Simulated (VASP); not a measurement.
# Mg3CdTe4 in VASP: a series of runs

Runs on Mg3CdTe4. Level: PBE. Tasks: single point.

Program: VASP 6.6.1. These are calculated values, not measurements. Logs are shortened: lines on timing, memory, paths and dates and some standing lists are left out, and cuts for length are marked.

## (1) The cell of the first run

It takes space group P3m1 (No. 156, trigonal). Conventional cell: a = 4.628 Å, b = 4.628 Å, c = 15.072 Å, α = 90.00°, β = 90.00°, γ = 120.00°. Within 3.7 Å of Mg (site symmetry 3m) lie 4 Te at 2.82 to 2.83 Å. Mg (site symmetry 3m) has 4 Te at 2.82 to 2.83 Å within 3.7 Å. Within 3.7 Å of Mg (site symmetry 3m) lie 4 Te at 2.82 Å. Cd (site symmetry 3m) has 4 Te at 2.85 to 2.87 Å within 3.8 Å. Within 3.7 Å of Te (site symmetry 3m) lie 4 Mg at 2.82 to 2.83 Å. Te (site symmetry 3m) has 1 Mg at 2.83 Å and 3 Cd at 2.85 Å within 3.7 Å. Te (site symmetry 3m) has 4 Mg at 2.82 Å within 3.7 Å. Within 3.7 Å of Te (site symmetry 3m) lie 3 Mg at 2.82 Å and 1 Cd at 2.87 Å.

## (2) Single point, PBE

Contents of INCAR:

```
PREC = Accurate
ENCUT = 520
EDIFF = 1E-6
ISMEAR = 0
SIGMA = 0.1
LREAL = F
LASPH = T
NELM = 60
ALGO = Normal
ISIF = 2
LWAVE = F
LCHARG = F
GGA = PE
NBANDS = 31
```

Contents of KPOINTS:

```
Automatic mesh
0
Gamma
  3 3 1
```

Contents of POSCAR:

```
Mg3CdTe4
1.0
    4.6276261220      0.0000000289      0.0000000000
   -2.3138130860      4.0076417665      0.0000000000
    0.0000000000      0.0000000000     15.0716960000
Mg Cd Te
3 1 4
Direct
    0.6666666667      0.3333333333      0.4957670000
    0.6666666667      0.3333333333      0.9999300000
    0.0000000000      0.0000000000      0.2481260000
    0.0000000000      0.0000000000      0.7499240000
    0.6666666667      0.3333333333      0.1873990000
    0.6666666667      0.3333333333      0.6833780000
    0.0000000000      0.0000000000      0.4354500000
    0.0000000000      0.0000000000      0.9400270000
```

Potentials or basis: VASP PAW PBE potentials, release 64 (Mg, Cd, Te).

Started as:

```bash
> cat potpaw_PBE.64/Mg/POTCAR potpaw_PBE.64/Cd/POTCAR potpaw_PBE.64/Te/POTCAR > POTCAR
> mpirun -np 1 vasp_std > vasp.out
```

OUTCAR:

```text
PREC = Accurate
   ENCUT = 520
   EDIFF = 1E-6
   ISMEAR = 0
   LREAL = F
   LASPH = T
   NELM = 60
   ISIF = 2
   GGA = PE

 ion  position               nearest neighbor table
   1  0.667  0.333  0.496-   7 2.82   7 2.82   7 2.82   6 2.83
   2  0.667  0.333  1.000-   8 2.82   8 2.82   8 2.82   5 2.83
   3  0.000  0.000  0.248-   7 2.82   5 2.82   5 2.82   5 2.82
   4  0.000  0.000  0.750-   6 2.85   6 2.85   6 2.85   8 2.87
   5  0.667  0.333  0.187-   3 2.82   3 2.82   3 2.82   2 2.83
   6  0.667  0.333  0.683-   1 2.83   4 2.85   4 2.85   4 2.85
   7  0.000  0.000  0.435-   1 2.82   1 2.82   1 2.82   3 2.82
   8  0.000  0.000  0.940-   2 2.82   2 2.82   2 2.82   4 2.87

  LATTYP: Found a hexagonal cell.
 ALAT       =     4.6276261220
 C/A-ratio  =     3.2568957826

  Lattice vectors:

 A1 = (   4.6276261220,   0.0000000289,   0.0000000000)
 A2 = (  -2.3138130860,   4.0076417665,   0.0000000000)
 A3 = (   0.0000000000,   0.0000000000,  15.0716960000)

Analysis of symmetry for initial positions (statically):
=====================================================================
 Subroutine PRICEL returns:
 Original cell was already a primitive cell.

 Routine SETGRP: Setting up the symmetry group for a
 hexagonal supercell.

 Subroutine GETGRP returns: Found  6 space group operations
 (whereof  6 operations were pure point group operations)
 out of a pool of 24 trial point group operations.

The static configuration has the point symmetry C_3v.

Analysis of symmetry for dynamics (positions and initial velocities):
=====================================================================
 Subroutine PRICEL returns:
 Original cell was already a primitive cell.

 Routine SETGRP: Setting up the symmetry group for a
 hexagonal supercell.

 Subroutine GETGRP returns: Found  6 space group operations
 (whereof  6 operations were pure point group operations)
 out of a pool of 24 trial point group operations.

The dynamic configuration has the point symmetry C_3v.

 Subroutine INISYM returns: Found  6 space group operations
 (whereof  6 operations are pure point group operations),
 and found     1 'primitive' translations

----------------------------------------------------------------------------------------

                                     Primitive cell

  volume of cell :     279.5177

  direct lattice vectors                    reciprocal lattice vectors
     4.627626122  0.000000029  0.000000000     0.216093515  0.124761651  0.000000000
    -2.313813086  4.007641766  0.000000000    -0.000000002  0.249523299  0.000000000
     0.000000000  0.000000000 15.071696000     0.000000000  0.000000000  0.066349534

  length of vectors
     4.627626122  4.627626122 15.071696000     0.249523299  0.249523299  0.066349534

  position of ions in fractional coordinates (direct lattice)
     0.666666667  0.333333333  0.495767000
     0.666666667  0.333333333  0.999930000
     0.000000000  0.000000000  0.248126000
     0.000000000  0.000000000  0.749924000
     0.666666667  0.333333333  0.187399000
     0.666666667  0.333333333  0.683378000
     0.000000000  0.000000000  0.435450000
     0.000000000  0.000000000  0.940027000

  ion indices of the primitive-cell ions
   primitive index   ion index
                 1           1
                 2           2
                 3           3
                 4           4
                 5           5
                 6           6
                 7           7
                 8           8

----------------------------------------------------------------------------------------

 KPOINTS: Automatic mesh

Automatic generation of k-mesh.
 Grid dimensions read from file:
 generate k-points for:    3    3    1

 Generating k-lattice:

  Cartesian coordinates                     Fractional coordinates (reciprocal lattice)
     0.072031172  0.041587217  0.000000000     0.333333333  0.000000000  0.000000000
    -0.000000001  0.083174433  0.000000000     0.000000000  0.333333333  0.000000000
     0.000000000  0.000000000  0.066349534     0.000000000  0.000000000  1.000000000

  Length of vectors
     0.083174433  0.083174433  0.066349534

  Shift w.r.t. Gamma in fractional coordinates (k-lattice)
     0.000000000  0.000000000  0.000000000

 Subroutine IBZKPT returns following result:
 ===========================================

 Found      3 irreducible k-points:

 Following reciprocal coordinates:
            Coordinates               Weight
  0.000000  0.000000  0.000000      1.000000
  0.333333  0.000000  0.000000      6.000000
  0.333333  0.333333  0.000000      2.000000
   k-points           NKPTS =      3   k-points in BZ     NKDIM =      3   number of bands    NBANDS=     31
   number of dos      NEDOS =    301   number of ions     NIONS =      8
   total plane-waves  NPLWV = 145152
   dimension x,y,z NGX =    36 NGY =   36 NGZ =  112
   dimension x,y,z NGXF=    72 NGYF=   72 NGZF=  224
[... 65 lines left out ...]
 cond. band min:       3.5367853026   @ k =   0.0000   0.0000   0.0000
 fundamental gap:      1.5606563678
 Fermi energy:         2.4714042914

 k-point     1 :       0.0000    0.0000    0.0000
  band No.  band energies     occupation
      1      -8.5324      2.00000
      2      -8.3326      2.00000
      3      -8.2407      2.00000
      4      -7.9759      2.00000
      5      -5.9227      2.00000
      6      -5.9227      2.00000
      7      -5.7413      2.00000
      8      -5.7413      2.00000
      9      -5.7276      2.00000
     10      -1.6383      2.00000
     11      -0.4758      2.00000
     12      -0.1604      2.00000
     13       1.1810      2.00000
     14       1.1810      2.00000
     15       1.3769      2.00000
     16       1.3769      2.00000
     17       1.5002      2.00000
     18       1.5002      2.00000
     19       1.7836      2.00000
     20       1.9761      2.00000
     21       1.9761      2.00000
     22       3.5368      0.00000
     23       4.3799      0.00000
     24       4.7755      0.00000
     25       4.9635      0.00000
     26       6.8414      0.00000
     27       6.8414      0.00000
     28       7.0890      0.00000
     29       7.0890      0.00000
     30       7.1234      0.00000
     31       7.1863      0.00000

 k-point     2 :       0.3333    0.0000    0.0000
  band No.  band energies     occupation
      1      -8.2493      2.00000
      2      -8.0826      2.00000
      3      -7.9692      2.00000
      4      -7.8054      2.00000
      5      -5.8729      2.00000
      6      -5.8077      2.00000
      7      -5.7517      2.00000
      8      -5.7308      2.00000
      9      -5.5526      2.00000
     10      -1.4798      2.00000
     11      -1.0744      2.00000
     12      -1.0162      2.00000
     13      -0.5753      2.00000
     14      -0.3380      2.00000
     15       0.6136      2.00000
     16       0.7045      2.00000
     17       0.7768      2.00000
     18       0.9160      2.00000
     19       1.0255      2.00000
     20       1.1814      2.00000
     21       1.4584      2.00000
     22       4.6712      0.00000
     23       5.0653      0.00000
     24       5.1762      0.00000
     25       5.3822      0.00000
     26       6.1492      0.00000
     27       6.3047      0.00000
     28       6.4535      0.00000
     29       7.2699      0.00000
     30       7.4069      0.00000
     31       8.4202      0.00000

 k-point     3 :       0.3333    0.3333    0.0000
  band No.  band energies     occupation
      1      -8.1245      2.00000
      2      -7.9080      2.00000
      3      -7.7797      2.00000
      4      -7.7654      2.00000
      5      -5.8650      2.00000
      6      -5.7603      2.00000
      7      -5.7461      2.00000
      8      -5.7295      2.00000
      9      -5.3630      2.00000
     10      -1.7458      2.00000
     11      -1.2070      2.00000
     12      -1.0122      2.00000
     13      -0.8562      2.00000
     14      -0.5996      2.00000
     15      -0.2013      2.00000
     16      -0.1297      2.00000
     17       0.3012      2.00000
     18       0.3517      2.00000
     19       0.4274      2.00000
     20       1.0535      2.00000
     21       1.1014      2.00000
     22       5.0885      0.00000
     23       5.3136      0.00000
     24       5.5669      0.00000
     25       6.7492      0.00000
     26       6.7698      0.00000
     27       7.0162      0.00000
     28       7.1865      0.00000
     29       7.8785      0.00000
     30       7.9329      0.00000
     31       7.9356      0.00000

------------------------ aborting loop because EDIFF is reached ----------------------------------------

  FORCE on cell =-STRESS in cart. coord.  units (eV):
  Direction    XX          YY          ZZ          XY          YZ          ZX
  --------------------------------------------------------------------------------------
  -------------------------------------------------------------------------------------
  Total        0.9335732      0.9335732     -0.3894704      0.0000000      0.0000000     -0.0000000
  in kB        5.3511814      5.3511814     -2.2324190      0.0000000      0.0000000     -0.0000000
  external PRESSURE =       2.8233146 kB  Pullay stress =       0.0000000 kB

 VOLUME and BASIS-vectors are now :
 -----------------------------------------------------------------------------
  energy-cutoff  :      520.00
  volume of cell :      279.52
      direct lattice vectors                 reciprocal lattice vectors
     4.627626122  0.000000029  0.000000000     0.216093515  0.124761651  0.000000000
    -2.313813086  4.007641766  0.000000000    -0.000000002  0.249523299  0.000000000
     0.000000000  0.000000000 15.071696000     0.000000000  0.000000000  0.066349534

 POSITION                                       TOTAL-FORCE (eV/Angst)
 -----------------------------------------------------------------------------------
      2.31381      1.33588      7.47205         0.000000      0.000000      0.019074
      2.31381      1.33588     15.07064         0.000000      0.000000      0.000621
      0.00000      0.00000      3.73968         0.000000      0.000000      0.009671
      0.00000      0.00000     11.30263        -0.000000     -0.000000      0.045841
      2.31381      1.33588      2.82442         0.000000      0.000000     -0.002022
      2.31381      1.33588     10.29967        -0.000000      0.000000     -0.092374
      0.00000      0.00000      6.56297        -0.000000      0.000000     -0.004565
      0.00000      0.00000     14.16780         0.000000      0.000000      0.023753
 -----------------------------------------------------------------------------------
    total drift:                                0.000000     -0.000000     -0.000957

  FREE ENERGIE OF THE ION-ELECTRON SYSTEM (eV)
  ---------------------------------------------------
  free  energy   TOTEN  =       -23.6862973457 eV

  energy  without entropy=      -23.6862973457  energy(sigma->0) =      -23.68629735
```

It took 31 s on 1 thread of Intel Xeon 6975P-C (Granite Rapids), shared host; peak memory 0.37 GiB.

What came out:

```yaml
Free_energy: -23.6863 eV
Pressure: 0.3 GPa
Largest_force: 0.092 eV/Å
Band_gap_on_the_k_mesh: 1.56 eV, direct
```

Forces on the atoms (eV/Å):
```
Mg   0.000  0.000  0.019
Mg   0.000  0.000  0.001
Mg   0.000  0.000  0.010
Cd   0.000  0.000  0.046
Te   0.000  0.000 -0.002
Te   0.000  0.000 -0.092
Te   0.000  0.000 -0.005
Te   0.000  0.000  0.024
```

Caveat: the k points lie up to 0.52 Å⁻¹ apart; spin-orbit coupling is left out, which moves the levels of the heavy elements.

## (3) Single point, PBE

This run uses another cell than the first one, of 35.17 Å³/atom, 1.007 times its volume.

Contents of INCAR:

```
PREC = Accurate
ENCUT = 520
EDIFF = 1E-6
ISMEAR = 0
SIGMA = 0.1
LREAL = F
LASPH = T
NELM = 80
ALGO = Normal
ISIF = 2
LWAVE = F
LCHARG = T
GGA = PE
LELF = T
LVHAR = T
NBANDS = 31
```

Contents of KPOINTS:

```
regular mesh
0
Gamma
  3 3 1
```

Contents of POSCAR:

```
Mg3CdTe4
1.0
    4.6666672644      0.0005516145      0.0010787442
   -2.3328545160      4.0432130236     -0.0014697377
    0.0013708550     -0.0021444527     14.9095955096
Mg Cd Te
3 1 4
Direct
    0.6669556927      0.3331311650      0.4944059079
    0.6662439239      0.3326826265      0.9993412930
   -0.0002333043      0.0003092368      0.2473492798
    0.0003230033      0.0007099742      0.7493846233
    0.6664842077      0.3336655236      0.1884602132
    0.6670026139      0.3339821914      0.6834124801
    0.0002597457     -0.0003639494      0.4362102562
   -0.0003692163     -0.0007834347      0.9414369463
```

Potentials or basis: VASP PAW PBE potentials, release 64 (Mg, Cd, Te).

Started as:

```bash
> cat potpaw_PBE.64/Mg/POTCAR potpaw_PBE.64/Cd/POTCAR potpaw_PBE.64/Te/POTCAR > POTCAR
> mpirun -np 1 vasp_std > vasp.out
```

It took 45 s on 1 thread of Intel Xeon 6975P-C (Granite Rapids), shared host; peak memory 0.37 GiB.

It converged, with:

| Property | Result |
| --- | --- |
| Free energy | -23.6962 eV |
| Pressure | 0.0 GPa |
| Largest force | 0.028 eV/Å |
| Band gap on the k mesh | 1.55 eV, direct |

Forces on the atoms (eV/Å):
```
Mg  -0.001  0.001  0.006
Mg   0.000  0.001  0.001
Mg   0.001 -0.001  0.001
Cd   0.000 -0.002  0.008
Te   0.000  0.000  0.001
Te   0.000  0.000 -0.028
Te   0.000  0.000 -0.002
Te   0.000  0.001  0.013
```

Levels at points of the mesh, in eV from the valence-band top:
```tsv
k point	band 17	band 18	band 19	band 20	band 21	band 22	band 23	band 24	band 25	band 26
(0.00, 0.00, 0.00)	-0.48	-0.48	-0.10	0.00	0.00	1.55	2.33	2.75	2.93	4.82
```

Caveat: the k points lie up to 0.52 Å⁻¹ apart; spin-orbit coupling is left out, which moves the levels of the heavy elements.

## (4) Single point, PBE

Contents of INCAR:

```
PREC     = Accurate       # precision mode
ENCUT    = 520            # plane-wave cutoff, eV
EDIFF    = 1E-6           # SCF threshold, eV
ISMEAR   = 0              # smearing method
SIGMA    = 0.1            # smearing width, eV
LREAL    = False          # projectors in reciprocal space
LASPH    = True           # aspherical terms in the spheres
NELM     = 60             # most SCF steps
ALGO     = Normal         # electronic algorithm
ISIF     = 2              # what is computed and relaxed
LWAVE    = False          # write WAVECAR
LCHARG   = False          # write CHGCAR
GGA      = PE             # functional
NBANDS   = 31             # bands
```

Contents of KPOINTS:

```
regular mesh
0
Gamma
  6 6 1
```

Contents of POSCAR:

```
Mg3CdTe4
1.0
    4.6276261000      0.0000000000      0.0000000000
   -2.3138131000      4.0076418000      0.0000000000
    0.0000000000      0.0000000000     15.0716960000
Mg Cd Te
3 1 4
Direct
    0.6666667000      0.3333333000      0.4957670000
    0.6666667000      0.3333333000      0.9999300000
    0.0000000000      0.0000000000      0.2481260000
    0.0000000000      0.0000000000      0.7499240000
    0.6666667000      0.3333333000      0.1873990000
    0.6666667000      0.3333333000      0.6833780000
    0.0000000000      0.0000000000      0.4354500000
    0.0000000000      0.0000000000      0.9400270000
```

Started as:

```bash
> cat potpaw_PBE.64/Mg/POTCAR potpaw_PBE.64/Cd/POTCAR potpaw_PBE.64/Te/POTCAR > POTCAR
> mpirun -np 1 vasp_std > vasp.out
```

Run time: 59 s. Hardware: 1 thread of Intel Xeon 6975P-C (Granite Rapids), shared host; peak memory 0.38 GiB.

Results (log left out):

```yaml
Free_energy: -24.0050 eV
Pressure: 0.0 GPa
Largest_force: 0.021 eV/Å
Band_gap_on_the_k_mesh: 1.59 eV, direct
```

Forces on the atoms (eV/Å):
```
Mg   0.000  0.000  0.002
Mg   0.000  0.000  0.000
Mg   0.000  0.000  0.007
Cd   0.000  0.000  0.002
Te   0.000  0.000  0.002
Te   0.000  0.000 -0.021
Te   0.000  0.000 -0.007
Te   0.000  0.000  0.016
```

Levels at points of the mesh, in eV from the valence-band top:
| k point | band 19 | band 20 | band 21 | band 22 | band 23 | band 24 |
| --- | --- | --- | --- | --- | --- | --- |
| (0.00, 0.00, 0.00) | -0.18 | 0.00 | 0.00 | 1.59 | 2.44 | 2.83 |
| (0.50, 0.00, 0.00) | -1.08 | -1.06 | -0.64 | 2.50 | 2.89 | 2.96 |

Caveat: spin-orbit coupling is left out, which moves the levels of the heavy elements.

## (5) Single point, PBE

Contents of INCAR:

```
SYSTEM = Mg3CdTe4
PREC     = Accurate       ! precision mode
ENCUT    = 520            ! plane-wave cutoff, eV
EDIFF    = 1E-6           ! SCF threshold, eV
ISMEAR   = 0              ! smearing method
SIGMA    = 0.02           ! smearing width, eV
LREAL    = .FALSE.        ! projectors in reciprocal space
LASPH    = .TRUE.         ! aspherical terms in the spheres
NELM     = 80             ! most SCF steps
ALGO     = Normal         ! electronic algorithm
ISIF     = 2              ! what is computed and relaxed
LWAVE    = .FALSE.        ! write WAVECAR
LCHARG   = .FALSE.        ! write CHGCAR
GGA      = PE             ! functional
NBANDS   = 31             ! bands
```

Contents of KPOINTS:

```
Automatic mesh
0
G
  6 6 2
  0 0 0
```

Contents of POSCAR:

```
Mg3CdTe4
1.0
    4.6276261220      0.0000000289      0.0000000000
   -2.3138130860      4.0076417665      0.0000000000
    0.0000000000      0.0000000000     15.0716960000
Mg Cd Te
3 1 4
Direct
    0.6666666667      0.3333333333      0.4957670000
    0.6666666667      0.3333333333      0.9999300000
    0.0000000000      0.0000000000      0.2481260000
    0.0000000000      0.0000000000      0.7499240000
    0.6666666667      0.3333333333      0.1873990000
    0.6666666667      0.3333333333      0.6833780000
    0.0000000000      0.0000000000      0.4354500000
    0.0000000000      0.0000000000      0.9400270000
```

Started as:

```bash
> cat potpaw_PBE.64/Mg/POTCAR potpaw_PBE.64/Cd/POTCAR potpaw_PBE.64/Te/POTCAR > POTCAR
> mpirun -np 1 vasp_std > vasp.out
```

Run time: 97 s. Hardware: 1 thread of Intel Xeon 6975P-C (Granite Rapids), shared host; peak memory 0.44 GiB.

The run converged. Its results:

```
Free energy            : -24.0055 eV
Pressure               : 0.0 GPa
Largest force          : 0.020 eV/Å
Band gap on the k mesh : 1.58 eV, direct
```

Forces in eV/Å, atoms in the order of the input:
```
Mg   0.000  0.000  0.002
Mg   0.000  0.000  0.001
Mg   0.000  0.000  0.000
Cd   0.000  0.000  0.001
Te   0.000  0.000 -0.001
Te   0.000  0.000 -0.020
Te   0.000  0.000 -0.001
Te   0.000  0.000  0.018
```

Levels at points of the mesh, in eV from the valence-band top:
```
           k point  band 18  band 19  band 20  band 21  band 22  band 23  band 24  band 25
(0.00, 0.00, 0.00)    -0.46    -0.18     0.00     0.00     1.58     2.43     2.83     3.02
(0.50, 0.00, 0.00)    -1.17    -1.08    -1.06    -0.64     2.50     2.89     2.96     3.40
(0.00, 0.00, 0.50)    -0.41    -0.41    -0.01    -0.01     1.96     2.68     2.71     2.78
(0.50, 0.00, 0.50)    -1.05    -0.94    -0.88    -0.73     2.43     2.90     2.98     3.07
```

Caveat: spin-orbit coupling is left out, which moves the levels of the heavy elements. A k mesh can miss the band edges.

## (6) Summary

| cell | k mesh | smearing | gap on the mesh (eV) | pressure (GPa) | largest force (eV/Å) |
| --- | --- | --- | --- | --- | --- |
| a = 4.628, b = 4.628, c = 15.072 Å, angles 90.0, 90.0, 120.0°, 8 atoms | 3 × 3 × 1 | gaussian 0.1 eV | 1.56 | 0.3 | 0.09 |
| a = 4.667, b = 4.668, c = 14.910 Å, angles 90.0, 90.0, 120.0°, 8 atoms | 3 × 3 × 1 | gaussian 0.1 eV | 1.55 | 0.0 | 0.03 |
| a = 4.628, b = 4.628, c = 15.072 Å, angles 90.0, 90.0, 120.0°, 8 atoms | 6 × 6 × 1 | gaussian 0.1 eV | 1.59 | 0.0 | 0.02 |
| a = 4.628, b = 4.628, c = 15.072 Å, angles 90.0, 90.0, 120.0°, 8 atoms | 6 × 6 × 2 | gaussian 0.02 eV | 1.58 | 0.0 | 0.02 |

Alike in all rows: task single point; level PBE; potentials or basis VASP PAW PBE potentials, release 64 (Mg, Cd, Te); no spin polarisation; cutoff (eV) 520.

Caveats: some runs use coarse meshes; spin-orbit coupling is left out, which moves the levels of the heavy elements.

Total energies depend on the potentials used, so only differences within one code and one set of settings carry meaning.
